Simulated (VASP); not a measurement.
# Ti3Se (P6/mmm) in VASP: relaxation of cell and atoms with PBE

Aim: the relaxation of cell and atoms of Ti3Se with PBE.

All numbers are computed with VASP 6.6.1; they aren't measurements. Logs are shortened: lines on timing, memory, paths and dates and some standing lists are left out, and cuts for length are marked.

### Step 1. The cell of the first run

It takes space group P6/mmm (No. 191, hexagonal). Conventional cell: a = 4.050 Å, b = 4.050 Å, c = 5.600 Å, α = 90.00°, β = 90.00°, γ = 120.00°. Ti (site symmetry mmm) has 4 Ti at 2.02 Å within 2.7 Å. Within 4.5 Å of Se (site symmetry 6/mmm) lie 24 Ti at 3.46 to 4.49 Å and 6 Se at 4.05 Å.

The cell was generated, and may not be a known phase.

### Step 2. Relaxation of cell and atoms, PBE, collinear spin

INCAR reads:

```
SYSTEM = Ti3Se
PREC = Accurate
ENCUT = 600
EDIFF = 1E-6
ISMEAR = 0
SIGMA = 0.1
LREAL = .FALSE.
LASPH = .TRUE.
NELM = 150
ALGO = Normal
ISIF = 3
LWAVE = .FALSE.
LCHARG = .FALSE.
ISPIN = 2
MAGMOM = 1 1 1 0
LORBIT = 11
LMAXMIX = 4
GGA = PE
IBRION = 2
NSW = 90
EDIFFG = -0.04
```

KPOINTS reads:

```
regular mesh
0
G
  6 6 4
  0 0 0
```

POSCAR reads:

```
Ti3Se
1.0
    4.0498884700      0.0000000000      0.0000000000
   -2.0249442400      3.5073063000      0.0000000000
    0.0000000000      0.0000000000      5.6003068700
Ti Se
3 1
Direct
    0.5000000000      0.0000000000      0.5000000000
    0.0000000000      0.5000000000      0.5000000000
    0.5000000000      0.5000000000      0.5000000000
    0.0000000000      0.0000000000      0.0000000000
```

Potentials or basis: VASP PAW PBE potentials, release 64 (Ti_sv, Se).

Command:

```sh
$ cat potpaw_PBE.64/Ti_sv/POTCAR potpaw_PBE.64/Se/POTCAR > POTCAR
$ mpirun -np 1 vasp_std > vasp.out
```

OUTCAR:

```text
SYSTEM = Ti3Se
   PREC = Accurate
   ENCUT = 600
   EDIFF = 1E-6
   ISMEAR = 0
   LREAL = .FALSE.
   LASPH = .TRUE.
   NELM = 150
   ISIF = 3
   ISPIN = 2
   LORBIT = 11
   GGA = PE
   IBRION = 2
   NSW = 90
   EDIFFG = -0.04

 ion  position               nearest neighbor table
   1  0.500  0.000  0.500-   2 2.02   2 2.02   3 2.02   3 2.02
   2  0.000  0.500  0.500-   1 2.02   1 2.02   3 2.02   3 2.02
   3  0.500  0.500  0.500-   2 2.02   2 2.02   1 2.02   1 2.02
   4  0.000  0.000  0.000-

  LATTYP: Found a hexagonal cell.
 ALAT       =     4.0498884700
 C/A-ratio  =     1.3828299005

  Lattice vectors:

 A1 = (   4.0498884700,   0.0000000000,   0.0000000000)
 A2 = (  -2.0249442400,   3.5073063000,   0.0000000000)
 A3 = (   0.0000000000,   0.0000000000,   5.6003068700)

Analysis of symmetry for initial positions (statically):
=====================================================================
 Subroutine PRICEL returns:
 Original cell was already a primitive cell.

 Routine SETGRP: Setting up the symmetry group for a
 hexagonal supercell.

 Subroutine GETGRP returns: Found 24 space group operations
 (whereof 24 operations were pure point group operations)
 out of a pool of 24 trial point group operations.

The static configuration has the point symmetry D_6h.

Analysis of symmetry for dynamics (positions and initial velocities):
=====================================================================
 Subroutine PRICEL returns:
 Original cell was already a primitive cell.

 Routine SETGRP: Setting up the symmetry group for a
 hexagonal supercell.

 Subroutine GETGRP returns: Found 24 space group operations
 (whereof 24 operations were pure point group operations)
 out of a pool of 24 trial point group operations.

The dynamic configuration has the point symmetry D_6h.

Analysis of structural, dynamic, and magnetic symmetry:
=====================================================================
 Subroutine PRICEL returns:
 Original cell was already a primitive cell.

 Routine SETGRP: Setting up the symmetry group for a
 hexagonal supercell.

 Subroutine GETGRP returns: Found 24 space group operations
 (whereof 24 operations were pure point group operations)
 out of a pool of 24 trial point group operations.

The overall configuration has the point symmetry D_6h.

 Subroutine INISYM returns: Found 24 space group operations
 (whereof 24 operations are pure point group operations),
 and found     1 'primitive' translations

----------------------------------------------------------------------------------------

                                     Primitive cell

  volume of cell :      79.5479

  direct lattice vectors                    reciprocal lattice vectors
     4.049888470  0.000000000  0.000000000     0.246920380  0.142559548  0.000000000
    -2.024944240  3.507306300  0.000000000     0.000000000  0.285119096  0.000000000
     0.000000000  0.000000000  5.600306870     0.000000000  0.000000000  0.178561644

  length of vectors
     4.049888470  4.049888475  5.600306870     0.285119096  0.285119096  0.178561644

  position of ions in fractional coordinates (direct lattice)
     0.500000000  0.000000000  0.500000000
     0.000000000  0.500000000  0.500000000
     0.500000000  0.500000000  0.500000000
     0.000000000  0.000000000  0.000000000

  ion indices of the primitive-cell ions
   primitive index   ion index
                 1           1
                 2           2
                 3           3
                 4           4

----------------------------------------------------------------------------------------

 KPOINTS: regular mesh

Automatic generation of k-mesh.
 Grid dimensions read from file:
 generate k-points for:    6    6    4

 Generating k-lattice:

  Cartesian coordinates                     Fractional coordinates (reciprocal lattice)
     0.041153397  0.023759925  0.000000000     0.166666667 -0.000000000  0.000000000
     0.000000000  0.047519849  0.000000000     0.000000000  0.166666667  0.000000000
     0.000000000  0.000000000  0.044640411     0.000000000  0.000000000  0.250000000

  Length of vectors
     0.047519849  0.047519849  0.044640411

  Shift w.r.t. Gamma in fractional coordinates (k-lattice)
     0.000000000  0.000000000  0.000000000

 Subroutine IBZKPT returns following result:
 ===========================================

 Found     21 irreducible k-points:

 Following reciprocal coordinates:
            Coordinates               Weight
  0.000000  0.000000  0.000000      1.000000
  0.166667 -0.000000  0.000000      6.000000
  0.333333  0.000000  0.000000      6.000000
  0.500000 -0.000000  0.000000      3.000000
  0.166667  0.166667  0.000000      6.000000
  0.333333  0.166667  0.000000     12.000000
[... 13 lines left out ...]
  0.333333  0.166667  0.500000     12.000000
  0.333333  0.333333  0.500000      2.000000
   k-points           NKPTS =     21   k-points in BZ     NKDIM =     21   number of bands    NBANDS=     27
   number of dos      NEDOS =    301   number of ions     NIONS =      4
   total plane-waves  NPLWV =  49152
   dimension x,y,z NGX =    32 NGY =   32 NGZ =   48
   dimension x,y,z NGXF=    64 NGYF=   64 NGZF=   96
   ions per type =               3   1
   NGX,Y,Z   is equivalent  to a cutoff of  13.14, 13.14, 14.25 a.u.
   NGXF,Y,Z  is equivalent  to a cutoff of  26.27, 26.27, 28.50 a.u.
 SYSTEM =  Ti3Se
   PREC   = accura    normal or accurate (medium, high low for compatibility)
   ISTART =      0    job   : 0-new  1-cont  2-samecut
   ICHARG =      2    charge: 1-file 2-atom 10-const
   ISPIN  =      2    spin polarized calculation?
   LNONCOLLINEAR =      F non collinear calculations
   LSORBIT =      F    spin-orbit coupling
   LASPH  =      T    aspherical Exc in radial PAW
   ENCUT  =  600.0 eV  44.10 Ry    6.64 a.u.   8.09  8.09 11.19*2*pi/ulx,y,z
   NELM   =    150;   NELMIN=  2; NELMDL= -5     # of ELM steps
   EDIFF  = 0.1E-05   stopping-criterion for ELM
   LREAL  =      F    real-space projection
   EDIFFG = -.4E-01   stopping-criterion for IOM
   NSW    =     90    number of steps for IOM
   IBRION =      2    ionic relax: 0-MD 1-quasi-New 2-CG
   NFREE  =      1    steps in history (QN), initial steepest desc. (CG)
   ISIF   =      3    stress and relaxation
   ISYM   =      2    0-nonsym 1-usesym 2-fastsym
   POTIM  = 0.5000    time-step for ionic-motion
   TEBEG  =    0.0;   TEEND  =   0.0 temperature during run
   PSTRESS=    0.0 pullay stress
   NELECT =      42.0000    total number of electrons
   NUPDOWN=      -1.0000    fix difference up-down
   EMIN   =  10.00;   EMAX   =-10.00  energy-range for DOS
   EFERMI =   0.00;   METHOD = LEGACY
   ISMEAR =     0;   SIGMA  =   0.10  broadening in eV -4-tet -1-fermi 0-gaus
   EFERMI_NEDOS =   21; number of points for ismear=-14 and -15
   IALGO  =     38    algorithm
   IMIX   =      4    mixing-type and parameters
     AMIX     =   0.40;   BMIX     =  1.00
     AMIX_MAG =   1.60;   BMIX_MAG =  1.00
  volume/ion in A,a.u.               =      19.89       134.20
  Fermi-wavevector in a.u.,A,eV,Ry     =   1.323168  2.500425 23.820729  1.750774
  Thomas-Fermi vector in A             =   2.452796
   LORBIT       =     11    0 simple, 1 ext, 2 COOP (PROOUT), +10 PAW based schemes
   GGA     = PE    functional components
   LHFCALC =     F    Hartree Fock is set to
   AEXX    =    0.0000 exact exchange contribution
   IVDW    =     0    specifies the selected vdW correction
   LEPSILON=     F    determine dielectric tensor
   LRPA    =     F    only Hartree local field effects (RPA)
 conjugate gradient relaxation of ions
 spin polarized calculation
 Gauss-broadening in eV      SIGMA  =   0.10
  energy-cutoff  :      600.00
  volume of cell :       79.55
 maximum number of plane-waves:      2682
   NGX = 17   NGY = 17   NGZ = 23

--------------------------------------- Ionic step        1  -------------------------------------------

 number of electron      41.9999997 magnetization       0.2874132

 Free energy of the ion-electron system (eV)
  ---------------------------------------------------
  ext. energy  EPLUGINS =         0.00000000
  ---------------------------------------------------
  free energy    TOTEN  =       -16.94818427 eV

  energy without entropy =      -16.92030320  energy(sigma->0) =      -16.93424373

------------------------ aborting loop because EDIFF is reached ----------------------------------------

  FORCE on cell =-STRESS in cart. coord.  units (eV):
  Direction    XX          YY          ZZ          XY          YZ          ZX
  --------------------------------------------------------------------------------------
  -------------------------------------------------------------------------------------
  Total       25.2493397     25.2493397    -11.3419413     -0.0000000      0.0000000      0.0000000
  in kB      508.5480854    508.5480861   -228.4385503     -0.0000007      0.0000000      0.0000000
  external PRESSURE =     262.8858738 kB  Pullay stress =       0.0000000 kB
[... 97 lines left out ...]
  FREE ENERGIE OF THE ION-ELECTRON SYSTEM (eV)
  ---------------------------------------------------
  free  energy   TOTEN  =       -22.3353149957 eV

  energy  without entropy=      -22.2941421240  energy(sigma->0) =      -22.31472856

 E-fermi :   4.0461     XC(G=0):  -8.9918

 val. band max:        4.0390081832   @ k =   0.3333   0.3333   0.5000
 cond. band min:       4.0577886107   @ k =   0.3333   0.1667   0.0000
 fundamental gap:      0.0187804274
 Fermi energy:         4.0460900977

 spin component 1

 k-point     1 :       0.0000    0.0000    0.0000
  band No.  band energies     occupation
      1     -52.9762      1.00000
      2     -52.6982      1.00000
      3     -52.6982      1.00000
      4     -29.8256      1.00000
      5     -29.4513      1.00000
      6     -29.4421      1.00000
[... 1252 lines left out ...]
     26       4.7778      0.00000
     27       5.5253      0.00000

 E-fermi :   5.2751     XC(G=0):  -9.6151

 val. band max:        5.2419371911   @ k =   0.1667   0.1667   0.2500
 cond. band min:       5.3073540442   @ k =   0.0000   0.0000   0.5000
 fundamental gap:      0.0654168531
 Fermi energy:         5.2750886302

 spin component 1

 k-point     1 :       0.0000    0.0000    0.0000
  band No.  band energies     occupation
      1     -51.7577      1.00000
      2     -51.4648      1.00000
      3     -51.4648      1.00000
      4     -28.6459      1.00000
      5     -28.2290      1.00000
      6     -28.2290      1.00000
[... 1252 lines left out ...]
     26       6.3070      0.00000
     27       6.9691      0.00000

 E-fermi :  14.8258     XC(G=0): -13.6900

 val. band max:       14.7929353246   @ k =   0.5000  -0.0000   0.0000
 cond. band min:      14.8483486329   @ k =   0.3333   0.1667   0.5000
 fundamental gap:      0.0554133083
 Fermi energy:        14.8258177224

 spin component 1

 k-point     1 :       0.0000    0.0000    0.0000
  band No.  band energies     occupation
      1     -42.3114      1.00000
      2     -41.9066      1.00000
      3     -41.9066      1.00000
      4     -19.3340      1.00000
      5     -18.8575      1.00000
      6     -18.8575      1.00000
[... 1252 lines left out ...]
     26      15.8397      0.00000
     27      18.3437      0.00000

[... ionic steps 4 to 17 ...]

--------------------------------------- Ionic step       18  -------------------------------------------

 number of electron      42.0000005 magnetization       0.0000070

 number of electron      42.0000005 magnetization      -0.0000006

------------------------ aborting loop because EDIFF is reached ----------------------------------------

  FORCE on cell =-STRESS in cart. coord.  units (eV):
  Direction    XX          YY          ZZ          XY          YZ          ZX
  --------------------------------------------------------------------------------------
  -------------------------------------------------------------------------------------
  Total        0.6923217      0.6923217     -0.4910554     -0.0000000      0.0000000      0.0000000
  in kB       16.3495202     16.3495202    -11.5965166     -0.0000000      0.0000000      0.0000000
  external PRESSURE =       7.0341746 kB  Pullay stress =       0.0000000 kB
[... 65 lines left out ...]
--------------------------------------- Ionic step       20  -------------------------------------------

 number of electron      42.0000027 magnetization       0.0000016

 number of electron      42.0000027 magnetization      -0.0000003

 Free energy of the ion-electron system (eV)
  ---------------------------------------------------
  ext. energy  EPLUGINS =         0.00000000
  ---------------------------------------------------
  free energy    TOTEN  =       -26.31136934 eV

  energy without entropy =      -26.29456726  energy(sigma->0) =      -26.30296830

 E-fermi :   8.9395     XC(G=0): -11.4656

 val. band max:        8.9132432293   @ k =   0.1667   0.1667   0.5000
 cond. band min:       8.9444511224   @ k =   0.3333   0.3333   0.5000
 fundamental gap:      0.0312078931
 Fermi energy:         8.9394527555

 spin component 1

 k-point     1 :       0.0000    0.0000    0.0000
  band No.  band energies     occupation
      1     -47.8904      1.00000
      2     -47.7275      1.00000
      3     -47.7275      1.00000
      4     -24.5181      1.00000
      5     -24.4358      1.00000
      6     -24.4358      1.00000
[... 1283 lines left out ...]
  FREE ENERGIE OF THE ION-ELECTRON SYSTEM (eV)
  ---------------------------------------------------
  free  energy   TOTEN  =       -26.3113693408 eV

  energy  without entropy=      -26.2945672557  energy(sigma->0) =      -26.30296830

 reached required accuracy - stopping structural energy minimisation

 total charge

# of ion       s       p       d       tot
------------------------------------------
    1        2.227   6.069   2.073  10.369
    2        2.227   6.069   2.073  10.369
    3        2.227   6.069   2.073  10.369
    4        1.503   2.154   0.100   3.756
--------------------------------------------------
tot          8.184  20.362   6.318  34.863

 magnetization (x)

# of ion       s       p       d       tot
------------------------------------------
    1       -0.000  -0.000   0.000   0.000
    2       -0.000  -0.000   0.000   0.000
    3       -0.000  -0.000   0.000   0.000
    4       -0.000  -0.000   0.000  -0.000
--------------------------------------------------
tot         -0.000  -0.000   0.000   0.000
```

It took 16 min on 1 thread of Intel Xeon 6975P-C (Granite Rapids), shared host; peak memory 0.33 GiB.

Results:

```yaml
Free_energy: -26.3114 eV
Relaxed_volume: 17.09 Å³/atom
Relaxed_cell: a = 5.336 Å, b = 5.336 Å, c = 2.772 Å, α = 90.00°, β = 90.00°, γ = 120.00°
Space_group_after_relaxing_to_0.1_Å: P6/mmm (No. 191)
Pressure_after_relaxing: 0.0 GPa
Band_gap_on_the_k_mesh: zero (filled and empty bands overlap)
Net_moment: 0.00 μB per cell
Valence_electrons_inside_the_program's_atomic_spheres: Ti 10.37; Se 3.76
```

Final structure:
```xyz
4
Lattice="5.3357 0.0000 0.0000 -2.6678 4.6208 0.0000 0.0000 0.0000 2.7719" Properties=species:S:1:pos:R:3 pbc="T T T"
Ti    2.6678    0.0000    1.3860
Ti   -1.3339    2.3104    1.3860
Ti    1.3339    2.3104    1.3860
Se    0.0000    0.0000    0.0000
```

Caveat: a cell axis changed by over 15 % at a fixed basis, so the end point is rough.

The gap in the log of VASP goes by the Fermi energy; the results here count the filled bands.